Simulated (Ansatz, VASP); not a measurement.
# One calculation of WSe2, two programs

The input INCAR:

```
SYSTEM = WSe2
PREC = Accurate
ENCUT = 520
EDIFF = 1E-7
ISMEAR = 0
SIGMA = 0.05
LREAL = .FALSE.
LASPH = .TRUE.
NELM = 80
ALGO = Normal
ISIF = 2
LWAVE = .FALSE.
LCHARG = .FALSE.
GGA = PE
IVDW = 12
NBANDS = 35
```

The input KPOINTS:

```
Automatic mesh
0
G
  12 12 2
  0 0 0
```

The input POSCAR:

```
WSe2
1.0
    3.2790275604      0.0000000000      0.0000000000
   -1.6395137802      2.8397211670      0.0000000000
    0.0000000000      0.0000000000     12.7886113462
W Se
2 4
Direct
    0.2142814901      0.5795146687      0.2500000000
    0.7857185099      0.4204853313      0.7500000000
    0.4517233911      0.7533342040      0.6182912225
    0.5482766089      0.2466657960      0.1182912225
    0.4517233911      0.7533342040      0.8817087775
    0.5482766089      0.2466657960      0.3817087775
```

Input for Ansatz:

```yaml
crystal:
  lattice:
    - [3.2790275604, 0.0, 0.0]
    - [-1.6395137802, 2.839721167, 0.0]
    - [0.0, 0.0, 12.7886113462]
  atoms:
    - { symbol: W, position: [0.2142814901, 0.5795146687, 0.25] }
    - { symbol: W, position: [0.7857185099, 0.4204853313, 0.75] }
    - { symbol: Se, position: [0.4517233911, 0.753334204, 0.6182912225] }
    - { symbol: Se, position: [0.5482766089, 0.246665796, 0.1182912225] }
    - { symbol: Se, position: [0.4517233911, 0.753334204, 0.8817087775] }
    - { symbol: Se, position: [0.5482766089, 0.246665796, 0.3817087775] }
basis:
  ecutwfc: 420
kpoints:
  mp_grid: { grid: [12, 12, 2] }
hamiltonian:
  xc: pbe
  dispersion: d3bj
scf:
  occupations: { method: gaussian, width: 0.05 }
output:
  forces: true
  stress: true
  eigenvalues: true
```

Change from the starting cell: mode 4 (26.4 1/cm) frozen in, largest displacement +0.350 Å.

Alike in both runs: task single point; functional PBE; dispersion D3(BJ); k mesh 12 × 12 × 2; occupations gaussian, width 0.05 eV; no spin polarisation.

|  | VASP | Ansatz |
| --- | --- | --- |
| version | VASP 6.6.1 | Ansatz 0.2.0 |
| potentials or method | VASP PAW PBE potentials, release 64 (W_sv, Se), cutoff 520 eV | scalar-relativistic, plane waves, PAW |
| valence electrons in the cell | 52 | 92 |

Ansatz gave:

* gap on the k mesh at the Fermi level (eV): 0.87
* least direct gap on the mesh (eV): 1.59
* pressure (GPa): 0.4
* traceless stress, the component that is largest in VASP (GPa): 0.37
* rms of the force components (eV/Å): 0.057

Problem. What did VASP give for the same quantities?

Solution. gap on the k mesh at the Fermi level (eV): 0.86; least direct gap on the mesh (eV): 1.59; pressure (GPa): 0.7; traceless stress, the component that is largest in VASP (GPa): 0.46; rms of the force components (eV/Å): 0.046.

Atom by atom the forces differ by 0.023 eV/Å (rms over components). VASP's potentials hold 52 valence electrons a cell and Ansatz's 92, so a difference there can come from the potentials and not from the codes.

Spin-orbit coupling is off throughout.
